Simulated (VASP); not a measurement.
# Al2O3 (R-3c) in VASP: a series of runs

The runs below take Al2O3 through single point, with PBE, r2SCAN.

Program: VASP 6.6.1. These are calculated values, not measurements. Logs are shortened: lines on timing, memory, paths and dates and some standing lists are left out, and cuts for length are marked.

**1. The cell of the first run**

It takes space group R-3c (No. 167, trigonal). Conventional cell: a = 4.809 Å, b = 4.809 Å, c = 13.124 Å, α = 90.00°, β = 90.00°, γ = 120.00°. Within 2.5 Å of Al (site symmetry 3) lie 6 O at 1.87 to 1.99 Å. Within 2.9 Å of O (site symmetry 2) lie 4 Al at 1.87 to 1.99 Å and 12 O at 2.55 to 2.90 Å.

**2. Single point, PBE**

The input, INCAR:

```
PREC     = Accurate       # precision mode
ENCUT    = 520            # plane-wave cutoff, eV
EDIFF    = 1E-7           # SCF threshold, eV
ISMEAR   = -1             # smearing method
SIGMA    = 0.02           # smearing width, eV
LREAL    = F              # projectors in reciprocal space
LASPH    = T              # aspherical terms in the spheres
NELM     = 100            # most SCF steps
ALGO     = Normal         # electronic algorithm
ISIF     = 2              # what is computed and relaxed
LWAVE    = F              # write WAVECAR
LCHARG   = F              # write CHGCAR
GGA      = PE             # functional
NBANDS   = 35             # bands
```

The input, KPOINTS:

```
Automatic mesh
0
Gamma
  6 6 6
```

The input, POSCAR:

```
Al2O3
1.0
    2.4042841275      1.3881140882      4.3745308092
   -2.4042841275      1.3881140882      4.3745308092
    0.0000000000     -2.7762281765      4.3745308092
Al O
4 6
Direct
    0.8521488403      0.8521488403      0.8521488403
    0.3521488403      0.3521488403      0.3521488403
    0.1478511597      0.1478511597      0.1478511597
    0.6478511597      0.6478511597      0.6478511597
    0.4438250150      0.0561749850      0.7500000000
    0.0561749850      0.7500000000      0.4438250150
    0.5561749850      0.9438250150      0.2500000000
    0.2500000000      0.5561749850      0.9438250150
    0.9438250150      0.2500000000      0.5561749850
    0.7500000000      0.4438250150      0.0561749850
```

Potentials or basis: VASP PAW PBE potentials, release 64 (Al, O).

The run is started by

```
$ cat potpaw_PBE.64/Al/POTCAR potpaw_PBE.64/O/POTCAR > POTCAR
$ mpirun -np 1 vasp_std > vasp.out
```

OUTCAR:

```text
PREC = Accurate
   ENCUT = 520
   EDIFF = 1E-7
   ISMEAR = -1
   LREAL = F
   LASPH = T
   NELM = 100
   ISIF = 2
   GGA = PE

 ion  position               nearest neighbor table
   1  0.852  0.852  0.852-   8 1.87   9 1.87   7 1.87   5 1.99  10 1.99   6 1.99   4 2.68   3 2.82
                             3 2.82   3 2.82   4 3.25   4 3.25   4 3.25
   2  0.352  0.352  0.352-   6 1.87  10 1.87   5 1.87   7 1.99   9 1.99   8 1.99   3 2.68   4 2.82
                             4 2.82   4 2.82   3 3.25   3 3.25   3 3.25
   3  0.148  0.148  0.148-  10 1.87   6 1.87   5 1.87   7 1.99   8 1.99   9 1.99   2 2.68   1 2.82
                             1 2.82   1 2.82   2 3.25   2 3.25   2 3.25
   4  0.648  0.648  0.648-   9 1.87   8 1.87   7 1.87   5 1.99   6 1.99  10 1.99   1 2.68   2 2.82
                             2 2.82   2 2.82   1 3.25   1 3.25   1 3.25
   5  0.444  0.056  0.750-   2 1.87   3 1.87   1 1.99   4 1.99
   6  0.056  0.750  0.444-   2 1.87   3 1.87   4 1.99   1 1.99
   7  0.556  0.944  0.250-   1 1.87   4 1.87   3 1.99   2 1.99
   8  0.250  0.556  0.944-   1 1.87   4 1.87   3 1.99   2 1.99
   9  0.944  0.250  0.556-   4 1.87   1 1.87   2 1.99   3 1.99
  10  0.750  0.444  0.056-   3 1.87   2 1.87   1 1.99   4 1.99

  LATTYP: Found a trigonal (rhomboedric) cell.
 ALAT       =     5.1811159694
 COS(alpha) =     0.5693197586

  Lattice vectors:

 A1 = (   2.4042841275,   1.3881140882,   4.3745308092)
 A2 = (  -2.4042841275,   1.3881140882,   4.3745308092)
 A3 = (   0.0000000000,  -2.7762281765,   4.3745308092)

Analysis of symmetry for initial positions (statically):
=====================================================================
 Subroutine PRICEL returns:
 Original cell was already a primitive cell.

 Routine SETGRP: Setting up the symmetry group for a
 trigonal (rhombohedral) supercell.

 Subroutine GETGRP returns: Found 12 space group operations
 (whereof  6 operations were pure point group operations)
 out of a pool of 12 trial point group operations.

The static configuration has the point symmetry S_6 .
 The point group associated with its full space group is D_3d.

Analysis of symmetry for dynamics (positions and initial velocities):
=====================================================================
 Subroutine PRICEL returns:
 Original cell was already a primitive cell.

 Routine SETGRP: Setting up the symmetry group for a
 trigonal (rhombohedral) supercell.

 Subroutine GETGRP returns: Found 12 space group operations
 (whereof  6 operations were pure point group operations)
 out of a pool of 12 trial point group operations.

The dynamic configuration has the point symmetry S_6 .
 The point group associated with its full space group is D_3d.

 Subroutine INISYM returns: Found 12 space group operations
 (whereof  6 operations are pure point group operations),
 and found     1 'primitive' translations

----------------------------------------------------------------------------------------

                                     Primitive cell

  volume of cell :      87.5979

  direct lattice vectors                    reciprocal lattice vectors
     2.404284127  1.388114088  4.374530809     0.207962110  0.120066980  0.076198648
    -2.404284127  1.388114088  4.374530809    -0.207962110  0.120066980  0.076198648
     0.000000000 -2.776228177  4.374530809     0.000000000 -0.240133960  0.076198648

  length of vectors
     5.181115969  5.181115969  5.181115969     0.251933628  0.251933628  0.251933628

  position of ions in fractional coordinates (direct lattice)
     0.852148840  0.852148840  0.852148840
     0.352148840  0.352148840  0.352148840
     0.147851160  0.147851160  0.147851160
     0.647851160  0.647851160  0.647851160
     0.443825015  0.056174985  0.750000000
     0.056174985  0.750000000  0.443825015
     0.556174985  0.943825015  0.250000000
     0.250000000  0.556174985  0.943825015
     0.943825015  0.250000000  0.556174985
     0.750000000  0.443825015  0.056174985

  ion indices of the primitive-cell ions
   primitive index   ion index
                 1           1
                 2           2
                 3           3
                 4           4
                 5           5
                 6           6
                 7           7
                 8           8
                 9           9
                10          10

----------------------------------------------------------------------------------------

 KPOINTS: Automatic mesh

Automatic generation of k-mesh.
 Grid dimensions read from file:
 generate k-points for:    6    6    6

 Generating k-lattice:

  Cartesian coordinates                     Fractional coordinates (reciprocal lattice)
     0.034660352  0.020011163  0.012699775     0.166666667 -0.000000000 -0.000000000
    -0.034660352  0.020011163  0.012699775    -0.000000000  0.166666667 -0.000000000
     0.000000000 -0.040022327  0.012699775     0.000000000  0.000000000  0.166666667

  Length of vectors
     0.041988938  0.041988938  0.041988938

  Shift w.r.t. Gamma in fractional coordinates (k-lattice)
     0.000000000  0.000000000  0.000000000

 Subroutine IBZKPT returns following result:
 ===========================================

 Found     32 irreducible k-points:

 Following reciprocal coordinates:
            Coordinates               Weight
  0.000000  0.000000  0.000000      1.000000
  0.166667  0.000000  0.000000      6.000000
  0.333333 -0.000000  0.000000      6.000000
  0.500000 -0.000000  0.000000      3.000000
  0.166667  0.166667  0.000000      6.000000
  0.333333  0.166667  0.000000     12.000000
[... 16 lines left out ...]
  0.500000  0.500000  0.166667      6.000000
 -0.333333  0.500000  0.166667     12.000000
 [... further k-points ...]
   k-points           NKPTS =     32   k-points in BZ     NKDIM =     32   number of bands    NBANDS=     35
   number of dos      NEDOS =    301   number of ions     NIONS =     10
   total plane-waves  NPLWV =  64000
   dimension x,y,z NGX =    40 NGY =   40 NGZ =   40
   dimension x,y,z NGXF=    80 NGYF=   80 NGZF=   80
   ions per type =               4   6
   NGX,Y,Z   is equivalent  to a cutoff of  12.83, 12.83, 12.83 a.u.
   NGXF,Y,Z  is equivalent  to a cutoff of  25.67, 25.67, 25.67 a.u.
 SYSTEM =  unknown system
   PREC   = accura    normal or accurate (medium, high low for compatibility)
   ISTART =      0    job   : 0-new  1-cont  2-samecut
   ICHARG =      2    charge: 1-file 2-atom 10-const
   ISPIN  =      1    spin polarized calculation?
   LNONCOLLINEAR =      F non collinear calculations
   LSORBIT =      F    spin-orbit coupling
   LASPH  =      T    aspherical Exc in radial PAW
   ENCUT  =  520.0 eV  38.22 Ry    6.18 a.u.   9.63  9.63  9.63*2*pi/ulx,y,z
   NELM   =    100;   NELMIN=  2; NELMDL= -5     # of ELM steps
   EDIFF  = 0.1E-06   stopping-criterion for ELM
   LREAL  =      F    real-space projection
   EDIFFG = 0.1E-05   stopping-criterion for IOM
   NSW    =      0    number of steps for IOM
   IBRION =     -1    ionic relax: 0-MD 1-quasi-New 2-CG
   NFREE  =      0    steps in history (QN), initial steepest desc. (CG)
   ISIF   =      2    stress and relaxation
   ISYM   =      2    0-nonsym 1-usesym 2-fastsym
   POTIM  = 0.5000    time-step for ionic-motion
   TEBEG  =    0.0;   TEEND  =   0.0 temperature during run
   PSTRESS=    0.0 pullay stress
   NELECT =      48.0000    total number of electrons
   NUPDOWN=      -1.0000    fix difference up-down
   EMIN   =  10.00;   EMAX   =-10.00  energy-range for DOS
   EFERMI =   0.00;   METHOD = LEGACY
   ISMEAR =    -1;   SIGMA  =   0.02  broadening in eV -4-tet -1-fermi 0-gaus
   EFERMI_NEDOS =   21; number of points for ismear=-14 and -15
   IALGO  =     38    algorithm
   IMIX   =      4    mixing-type and parameters
     AMIX     =   0.40;   BMIX     =  1.00
     AMIX_MAG =   1.60;   BMIX_MAG =  1.00
  volume/ion in A,a.u.               =       8.76        59.11
  Fermi-wavevector in a.u.,A,eV,Ry     =   1.339648  2.531568 24.417786  1.794657
  Thomas-Fermi vector in A             =   2.468023
   LORBIT       =      0    0 simple, 1 ext, 2 COOP (PROOUT), +10 PAW based schemes
   GGA     = PE    functional components
   LHFCALC =     F    Hartree Fock is set to
   AEXX    =    0.0000 exact exchange contribution
   IVDW    =     0    specifies the selected vdW correction
   LEPSILON=     F    determine dielectric tensor
   LRPA    =     F    only Hartree local field effects (RPA)
 non-spin polarized calculation
  energy-cutoff  :      520.00
  volume of cell :       87.60
 maximum number of plane-waves:      2371
 NGX is ok and might be reduce to    40
   NGX = 19   NGY = 19   NGZ = 19

 number of electron      48.0000008 magnetization

 Free energy of the ion-electron system (eV)
  ---------------------------------------------------
  ext. energy  EPLUGINS =         0.00000000
  ---------------------------------------------------
  free energy    TOTEN  =       -74.81222186 eV

  energy without entropy =      -74.81222186  energy(sigma->0) =      -74.81222186

 E-fermi :   6.2801     XC(G=0): -11.5383

 val. band max:        5.8004927774   @ k =   0.0000   0.0000   0.0000
 cond. band min:      11.6482996689   @ k =   0.0000   0.0000   0.0000
 fundamental gap:      5.8478068915
 Fermi energy:         6.2801440227

 k-point     1 :       0.0000    0.0000    0.0000
  band No.  band energies     occupation
      1     -13.2132      2.00000
      2     -10.9925      2.00000
      3     -10.7294      2.00000
      4     -10.7294      2.00000
      5     -10.4229      2.00000
      6     -10.4229      2.00000
[... 27 lines left out ...]
     34      18.9431      0.00000
     35      20.1402      0.00000

 k-point     2 :       0.1667    0.0000    0.0000
  band No.  band energies     occupation
      1     -13.0756      2.00000
      2     -11.0622      2.00000
      3     -10.8049      2.00000
      4     -10.7550      2.00000
      5     -10.4881      2.00000
      6     -10.4331      2.00000
[... 27 lines left out ...]
     34      18.5149      0.00000
     35      19.9601      0.00000
[... 796 lines left out ...]
     34      18.9972      0.00000
     35      19.2474      0.00000

 k-point    24 :      -0.3333    0.5000    0.1667
  band No.  band energies     occupation
      1     -11.9653      2.00000
      2     -11.6088      2.00000
      3     -11.3678      2.00000
      4     -11.1593      2.00000
      5     -10.6022      2.00000
      6     -10.4048      2.00000
[... 27 lines left out ...]
     34      19.0030      0.00000
     35      19.1086      0.00000

 [... further k-points ...]
[... 5 lines left out ...]
  --------------------------------------------------------------------------------------
  -------------------------------------------------------------------------------------
  Total       -0.0644728     -0.0644728     -0.0918069      0.0000000      0.0000000      0.0000000
  in kB       -1.1792165     -1.1792165     -1.6791604      0.0000000      0.0000000      0.0000000
  external PRESSURE =      -1.3458645 kB  Pullay stress =       0.0000000 kB

 VOLUME and BASIS-vectors are now :
 -----------------------------------------------------------------------------
  energy-cutoff  :      520.00
  volume of cell :       87.60
      direct lattice vectors                 reciprocal lattice vectors
     2.404284127  1.388114088  4.374530809     0.207962110  0.120066980  0.076198648
    -2.404284127  1.388114088  4.374530809    -0.207962110  0.120066980  0.076198648
     0.000000000 -2.776228177  4.374530809     0.000000000 -0.240133960  0.076198648

 POSITION                                       TOTAL-FORCE (eV/Angst)
 -----------------------------------------------------------------------------------
      0.00000     -0.00000     11.18325         0.000000     -0.000000      0.003180
      0.00000     -0.00000      4.62146         0.000000     -0.000000      0.003180
      0.00000     -0.00000      1.94034         0.000000      0.000000     -0.003180
      0.00000     -0.00000      8.50213         0.000000      0.000000     -0.003180
      0.93202     -1.38811      5.46816         0.000578     -0.000000     -0.000000
     -1.66815     -0.11310      5.46816        -0.000289     -0.000500     -0.000000
     -0.93202      1.38811      7.65543        -0.000578     -0.000000      0.000000
     -0.73613     -1.50121      7.65543         0.000289     -0.000500     -0.000000
      1.66815      0.11310      7.65543         0.000289      0.000500     -0.000000
      0.73613      1.50121      5.46816        -0.000289      0.000500     -0.000000
 -----------------------------------------------------------------------------------
    total drift:                                0.000000     -0.000000     -0.000000

  FREE ENERGIE OF THE ION-ELECTRON SYSTEM (eV)
  ---------------------------------------------------
  free  energy   TOTEN  =       -74.8122218649 eV

  energy  without entropy=      -74.8122218649  energy(sigma->0) =      -74.81222186
```

Run time: 3.1 min. Hardware: 1 thread of Intel Xeon 8259CL, shared host; peak memory 0.26 GiB.

Results:

```yaml
Free_energy: -74.8122 eV
Pressure: -0.1 GPa
Largest_force: 0.003 eV/Å
Band_gap_on_the_k_mesh: 5.85 eV
```

Forces in eV/Å, atoms in the order of the input:
```
Al   0.000  0.000  0.003
Al   0.000  0.000  0.003
Al   0.000  0.000 -0.003
Al   0.000  0.000 -0.003
O    0.001  0.000  0.000
O    0.000 -0.001  0.000
O   -0.001  0.000  0.000
O    0.000 -0.001  0.000
O    0.000  0.001  0.000
O    0.000  0.001  0.000
```

**3. Single point, r2SCAN**

This run uses another cell than the first one, of 8.49 Å³/atom.

The input, POSCAR:

```
Al2O3
1.0
    2.3793614134      1.3737249525      4.3315939879
   -2.3793614134      1.3737249525      4.3315939879
    0.0000000000     -2.7474499051      4.3315939879
Al O
4 6
Direct
    0.8519115234      0.8519115234      0.8519115234
    0.3519115234      0.3519115234      0.3519115234
    0.1480884766      0.1480884766      0.1480884766
    0.6480884766      0.6480884766      0.6480884766
    0.4436339008      0.0563660992      0.7500000000
    0.0563660992      0.7500000000      0.4436339008
    0.5563660992      0.9436339008      0.2500000000
    0.2500000000      0.5563660992      0.9436339008
    0.9436339008      0.2500000000      0.5563660992
    0.7500000000      0.4436339008      0.0563660992
```

The input, INCAR.step1:

```
SYSTEM = Al2O3
PREC = Accurate ; ENCUT = 520
ISMEAR = -1 ; SIGMA = 0.02
LREAL = .FALSE. ; LASPH = .TRUE.
NELM = 100 ; NBANDS = 35
GGA = PE ; ALGO = Normal
EDIFF = 1E-4 ; LWAVE = .TRUE.
LCHARG = .FALSE.
```

The input, INCAR.step2:

```
SYSTEM = Al2O3
PREC = Accurate ; ENCUT = 520
EDIFF = 1E-6 ; ISMEAR = -1
SIGMA = 0.02 ; LREAL = .FALSE.
LASPH = .TRUE. ; NELM = 100
ALGO = Normal ; ISIF = 2
LWAVE = .FALSE. ; LCHARG = .TRUE.
METAGGA = R2SCAN ; LMIXTAU = .TRUE.
LELF = .TRUE. ; LVHAR = .TRUE.
NBANDS = 35 ; ISTART = 1
```

The input, KPOINTS:

```
regular mesh
0
G
  6 6 6
  0 0 0
```

Potentials or basis: VASP PAW PBE potentials, release 64 (Al, O).

The run is started by

```
$ cat potpaw_PBE.64/Al/POTCAR potpaw_PBE.64/O/POTCAR > POTCAR
$ cp INCAR.step1 INCAR
$ mpirun -np 1 vasp_std > vasp.out
$ cp INCAR.step2 INCAR
$ mpirun -np 1 vasp_std > vasp.out
```

Wall time 9.7 min (1 thread of Intel Xeon 8259CL, shared host); peak memory 0.29 GiB.

It converged, with:

* Free energy: -96.2696 eV
* Pressure: -0.5 GPa
* Largest force: 0.019 eV/Å
* Band gap on the k mesh: 7.16 eV

Forces in eV/Å, atoms in the order of the input:
```
Al   0.000  0.000 -0.019
Al   0.000  0.000 -0.019
Al   0.000  0.000  0.019
Al   0.000  0.000  0.019
O    0.013  0.000  0.000
O   -0.006 -0.011  0.000
O   -0.013  0.000  0.000
O    0.006 -0.011  0.000
O    0.006  0.011  0.000
O   -0.006  0.011  0.000
```

Stress tensor (GPa, compression positive):
```
-0.44  0.00  0.00
 0.00 -0.44  0.00
 0.00  0.00 -0.53
```

Levels at points of the mesh, in eV from the valence-band top:
```
           k point  band 21  band 22  band 23  band 24  band 25  band 26  band 27  band 28
(0.00, 0.00, 0.00)    -0.52    -0.05    -0.05     0.00     7.16    10.12    11.95    12.59
(0.50, 0.00, 0.00)    -0.93    -0.93    -0.29    -0.29    10.43    10.43    10.71    10.71
(0.50, 0.50, 0.00)    -1.05    -0.92    -0.78    -0.27    10.59    10.79    10.91    11.46
(0.50, 0.50, 0.50)    -0.40    -0.40    -0.40    -0.40     9.63     9.63    12.17    12.17
```

Caveat: the PAW data sets were made with another functional, which shifts forces and pressure a little. A k mesh can miss the band edges.
